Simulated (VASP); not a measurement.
Write the native input for VASP 6.6.1 that does the following.

```yaml
Task: single point
Functional: PBEsol
Potentials_or_basis: VASP PAW PBE potentials, release 64 (Cs_sv, Pb_d, Br)
Cutoff: 520 eV
k_mesh: 6 × 6 × 6
Occupations: gaussian, width 0.05 eV
Spin: no spin polarisation
Dipole_correction: no
Further_INCAR_settings: ALGO = Normal; EDIFF = 1e-07; NBANDS = 30
```

The structure of CsPbBr3 lies in POSCAR:

```
CsPbBr3
1.0
    5.8700000000      0.0000000000      0.0000000000
    0.0000000000      5.6058500000      0.0000000000
    0.0000000000      0.0000000000      5.8700000000
Cs Pb Br
1 1 3
Direct
    0.0000000000      0.0000000000      0.0000000000
    0.5000000000      0.5000000000      0.5000000000
    0.0000000000      0.5000000000      0.5000000000
    0.5000000000      0.0000000000      0.5000000000
    0.5000000000      0.5000000000      0.0000000000
```

This cell differs from its parent crystal: strain -0.0450 x Voigt [0, 1, 0, 0, 0, 0].

The input as run:

INCAR

```
PREC = Accurate
ENCUT = 520
EDIFF = 1E-7
ISMEAR = 0
SIGMA = 0.05
LREAL = False
LASPH = True
NELM = 60
ALGO = Normal
ISIF = 2
LWAVE = False
LCHARG = False
GGA = PS
NBANDS = 30
```

KPOINTS

```
Automatic mesh
0
Gamma
  6 6 6
```

Potentials or basis: VASP PAW PBE potentials, release 64 (Cs_sv, Pb_d, Br).

Run with:

```sh
$ cat potpaw_PBE.64/Cs_sv/POTCAR potpaw_PBE.64/Pb_d/POTCAR potpaw_PBE.64/Br/POTCAR > POTCAR
$ mpirun -np 1 vasp_std > vasp.out
```

Results of the run:

```
Pressure               : 1.3 GPa
Band gap on the k mesh : 1.07 eV
```

Caveat: the cell differs from its parent crystal (strain -0.0450 x Voigt [0, 1, 0, 0, 0, 0]); the PAW data sets were made with another functional, which shifts forces and pressure a little; spin-orbit coupling is left out, which moves the levels of the heavy elements.

Wall time 5.6 min on 1 thread of AMD EPYC 7R13, on a shared host, peak memory 0.42 GiB.
